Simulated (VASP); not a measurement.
Set up this calculation in VASP 6.6.1, as the native input.

* Task: single point
* Functional: r2SCAN
* Potentials or basis: VASP PAW PBE potentials, release 64 (Ge_d)
* Cutoff: 520 eV
* k mesh: 12 × 12 × 12
* Occupations: gaussian, width 0.02 eV
* Spin: no spin polarisation
* Dipole correction: no
* Further INCAR settings: ALGO = Normal; EDIFF = 1e-06; NBANDS = 21

Crystal: Ge.

```
Ge
1.0
     0.00000    2.86560    2.86560
     2.86560    0.00000    2.86560
     2.86560    2.86560    0.00000
Ge
2
Direct
  0.00000 0.00000 0.00000
  0.25000 0.25000 0.25000
```

This cell differs from its parent crystal: volume scaled by 1.03.

These files were run (other wordings do the same):

POSCAR

```
Ge
1.0
    0.0000000000      2.8656001317      2.8656001317
    2.8656001317      0.0000000000      2.8656001317
    2.8656001317      2.8656001317      0.0000000000
Ge
2
Direct
    0.0000000000      0.0000000000      0.0000000000
    0.2500000000      0.2500000000      0.2500000000
```

INCAR.step1

```
SYSTEM = Ge
PREC     = Accurate       ! precision mode
ENCUT    = 520            ! plane-wave cutoff, eV
ISMEAR   = 0              ! smearing method
SIGMA    = 0.02           ! smearing width, eV
LREAL    = .FALSE.        ! projectors in reciprocal space
LASPH    = .TRUE.         ! aspherical terms in the spheres
NELM     = 80             ! most SCF steps
NBANDS   = 21             ! bands
GGA      = PE             ! functional
ALGO     = Normal         ! electronic algorithm
EDIFF    = 1E-4           ! SCF threshold, eV
LWAVE    = .TRUE.         ! write WAVECAR
LCHARG   = .FALSE.        ! write CHGCAR
```

INCAR.step2

```
SYSTEM = Ge
PREC     = Accurate       ! precision mode
ENCUT    = 520            ! plane-wave cutoff, eV
EDIFF    = 1E-6           ! SCF threshold, eV
ISMEAR   = 0              ! smearing method
SIGMA    = 0.02           ! smearing width, eV
LREAL    = .FALSE.        ! projectors in reciprocal space
LASPH    = .TRUE.         ! aspherical terms in the spheres
NELM     = 80             ! most SCF steps
ALGO     = Normal         ! electronic algorithm
ISIF     = 2              ! what is computed and relaxed
LWAVE    = .FALSE.        ! write WAVECAR
LCHARG   = .FALSE.        ! write CHGCAR
METAGGA  = R2SCAN         ! meta-GGA
LMIXTAU  = .TRUE.       
NBANDS   = 21             ! bands
ISTART   = 1
```

KPOINTS

```
Automatic mesh
0
G
  12 12 12
  0 0 0
```

Potentials or basis: VASP PAW PBE potentials, release 64 (Ge_d).

Command:

```console
$ cat potpaw_PBE.64/Ge_d/POTCAR > POTCAR
$ cp INCAR.step1 INCAR
$ mpirun -np 1 vasp_std > vasp.out
$ cp INCAR.step2 INCAR
$ mpirun -np 1 vasp_std > vasp.out
```

It gave:

```
Pressure               : -1.9 GPa
Band gap on the k mesh : 0.04 eV, direct
```

Caveat: the PAW data sets were made with another functional, which shifts forces and pressure a little.

It took 3 min on 1 thread of Intel(R) Xeon(R) Platinum 8259CL CPU @ 2.50GHz (Skylake/Cascade Lake), on a shared host, peak memory 0.2 GiB.
